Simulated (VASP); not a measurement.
**Sn: single point with BLYP**

The system is Sn.

```xyz
2
Lattice="3.4462 0.0000 0.0000 -1.7231 2.9845 0.0000 0.0000 0.0000 5.7238" Properties=species:S:1:pos:R:3 pbc="T T T"
Sn    0.0000    1.9896    1.4309
Sn    1.7231    0.9948    4.2928
```

This cell differs from its parent crystal: volume scaled by 0.96.

* Program: VASP 6.6.1
* Task: single point
* Functional: BLYP
* Potentials or basis: VASP PAW PBE potentials, release 64 (Sn_d)
* Cutoff: 520 eV
* k mesh: 12 × 12 × 6
* Occupations: fermi-dirac, width 0.1 eV
* Spin: no spin polarisation
* Dipole correction: no
* Further INCAR settings: ALGO = Normal; EDIFF = 1e-06; NBANDS = 21

- Pressure: 1.6 GPa
- Band gap on the k mesh: zero (band 14 reaches 13.01 eV, above the bottom of band 15 at 5.48 eV)

Stress tensor (GPa, compression positive):
```
1.77 0.00 0.00
0.00 1.77 0.00
0.00 0.00 1.31
```

Levels at points of the mesh, in eV from the Fermi level:
```tsv
k point	band 10	band 11	band 12	band 13	band 14	band 15	band 16	band 17	band 18	band 19
(0.00, 0.00, 0.00)	-21.36	-10.55	-6.91	-4.10	5.33	5.33	6.71	6.87	6.87	9.37
(0.50, 0.00, 0.00)	-21.34	-6.93	-5.76	-2.49	-1.46	-0.59	1.44	2.08	5.19	5.94
(0.00, 0.00, 0.50)	-21.38	-9.39	-9.39	0.71	0.71	6.09	6.09	6.09	6.09	10.09
(0.50, 0.00, 0.50)	-21.34	-6.06	-6.06	-3.58	-3.58	3.25	3.25	3.29	3.29	7.12
```

Wall time 110 s on 1 thread of AMD EPYC 7R13 Processor (Zen 3) (shared host), peak memory 0.19 GiB.

Caveat: the PAW data sets were made with another functional, which shifts forces and pressure a little; spin-orbit coupling is left out, which moves the levels of the heavy elements.
